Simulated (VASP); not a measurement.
# ZrB (I4/mmm) in VASP: further runs, part 2 of 2

VASP 6.6.1. Earlier steps stand in the parts before.

## Step 3: Single point, PBE (biaxial strain in the a-b plane: -6.0 %)

INCAR reads:

```
SYSTEM = ZrB
PREC = Accurate ; ENCUT = 520
EDIFF = 1E-6 ; ISMEAR = 0
SIGMA = 0.1 ; LREAL = .False.
LASPH = .True. ; NELM = 80
ALGO = Normal ; ISIF = 2
LWAVE = .False. ; LCHARG = .True.
GGA = PE ; LELF = .True.
LVHAR = .True. ; NBANDS = 23
```

KPOINTS reads:

```
Automatic mesh
0
Gamma
  12 12 10
  0 0 0
```

POSCAR reads:

```
ZrB
1.0
    2.3049274936      2.3049274936      0.0000000000
   -2.3049274936      2.3049274936      0.0000000000
    0.0000000000      0.0000000000      5.0806486880
Zr B
2 2
Direct
    0.0000000000      0.0000000000      0.0000000000
    0.5000000000      0.5000000000      0.5000000000
    0.5000000000      0.5000000000      0.0000000000
    0.0000000000      0.0000000000      0.5000000000
```

Potentials or basis: VASP PAW PBE potentials, release 64 (Zr_sv, B).

On the command line:

```sh
$ cat potpaw_PBE.64/Zr_sv/POTCAR potpaw_PBE.64/B/POTCAR > POTCAR
$ mpirun -np 1 vasp_std > vasp.out
```

OUTCAR:

```text
SYSTEM = ZrB
   PREC = Accurate
   ENCUT = 520
   EDIFF = 1E-6
   ISMEAR = 0
   LREAL = .False.
   LASPH = .True.
   NELM = 80
   ISIF = 2
   GGA = PE

 ion  position               nearest neighbor table
   1  0.000  0.000  0.000-   3 2.30   3 2.30   3 2.30   3 2.30   4 2.54   4 2.54   2 3.43   2 3.43
                             2 3.43   2 3.43   2 3.43   2 3.43   2 3.43   2 3.43
   2  0.500  0.500  0.500-   4 2.30   4 2.30   4 2.30   4 2.30   3 2.54   3 2.54   1 3.43   1 3.43
                             1 3.43   1 3.43   1 3.43   1 3.43   1 3.43   1 3.43
   3  0.500  0.500  0.000-   1 2.30   1 2.30   1 2.30   1 2.30   2 2.54   2 2.54
   4  0.000  0.000  0.500-   2 2.30   2 2.30   2 2.30   2 2.30   1 2.54   1 2.54

[... 844 lines left out ...]
  -------------------------------------------------------------------------------------
  Total       10.8141316     10.8141316     -1.6473650      0.0000000      0.0000000      0.0000000
  in kB      320.9508527    320.9508527    -48.8918782      0.0000000      0.0000000      0.0000000
  external PRESSURE =     197.6699424 kB  Pullay stress =       0.0000000 kB

 VOLUME and BASIS-vectors are now :
 -----------------------------------------------------------------------------
  energy-cutoff  :      520.00
  volume of cell :       53.98
      direct lattice vectors                 reciprocal lattice vectors
     2.304927494  2.304927494  0.000000000     0.216926563  0.216926563  0.000000000
    -2.304927494  2.304927494  0.000000000    -0.216926563  0.216926563  0.000000000
     0.000000000  0.000000000  5.080648688     0.000000000  0.000000000  0.196825260

 POSITION                                       TOTAL-FORCE (eV/Angst)
 -----------------------------------------------------------------------------------
      0.00000      0.00000      0.00000         0.000000     -0.000000      0.000000
      0.00000      2.30493      2.54032         0.000000      0.000000      0.000000
      0.00000      2.30493      0.00000        -0.000000     -0.000000     -0.000000
      0.00000      0.00000      2.54032        -0.000000     -0.000000     -0.000000
 -----------------------------------------------------------------------------------
    total drift:                               -0.000000      0.000000     -0.000000

  FREE ENERGIE OF THE ION-ELECTRON SYSTEM (eV)
  ---------------------------------------------------
  free  energy   TOTEN  =       -31.3546423412 eV

  energy  without entropy=      -31.3432769264  energy(sigma->0) =      -31.34895963
```

OSZICAR:

```text
N       E                     dE             d eps       ncg     rms          rms(c)
DAV:   1     0.236230605529E+03    0.23623E+03   -0.15995E+04  7728   0.130E+03
DAV:   2    -0.188898059844E+02   -0.25512E+03   -0.24477E+03  9290   0.357E+02
DAV:   3    -0.346684137388E+02   -0.15779E+02   -0.15539E+02 14068   0.699E+01
DAV:   4    -0.350330235708E+02   -0.36461E+00   -0.36425E+00  9278   0.100E+01
DAV:   5    -0.350426718598E+02   -0.96483E-02   -0.96477E-02 12079   0.125E+00    0.294E+01
DAV:   6    -0.313435090962E+02    0.36992E+01   -0.10799E+01  8686   0.177E+01    0.110E+01
DAV:   7    -0.313508503336E+02   -0.73412E-02   -0.11462E+00 12765   0.484E+00    0.386E+00
DAV:   8    -0.313538663391E+02   -0.30160E-02   -0.67580E-02  8823   0.184E+00    0.780E-01
DAV:   9    -0.313544888122E+02   -0.62247E-03   -0.51154E-03 11765   0.466E-01    0.159E-01
DAV:  10    -0.313546398314E+02   -0.15102E-03   -0.37518E-04  9826   0.172E-01    0.245E-02
DAV:  11    -0.313546457929E+02   -0.59615E-05   -0.50607E-05 11090   0.486E-02    0.106E-02
DAV:  12    -0.313546427485E+02    0.30445E-05   -0.32692E-06  9292   0.154E-02    0.403E-03
DAV:  13    -0.313546423412E+02    0.40727E-06   -0.21626E-07  5537   0.340E-03
   1 F= -.31354642E+02 E0= -.31348960E+02  d E =-.113654E-01
```

stdout:

```text
POSCAR found type information on POSCAR ZrB
 POSCAR found :  2 types and       4 ions
 scaLAPACK will be used
 LDA part: xc-table for (Slater+PW92), standard interpolation
 POSCAR, INCAR and KPOINTS ok, starting setup
 FFT: planning ... GRIDC
 FFT: planning ... GRID_SOFT
 FFT: planning ... GRID
 WAVECAR not read
 entering main loop
```

Wall time 1.7 min (1 thread of AMD EPYC 9R45 (Zen 5), shared host); peak memory 0.26 GiB.

What came out:

```yaml
Free_energy: -31.3546 eV
Pressure: 19.8 GPa
Band_gap_on_the_k_mesh: zero (bands 15 and 16 overlap by 3.46 eV)
```

Caveat: the cell differs from its parent crystal (biaxial strain in the a-b plane: -6.0 %); the cell stands under pressure.
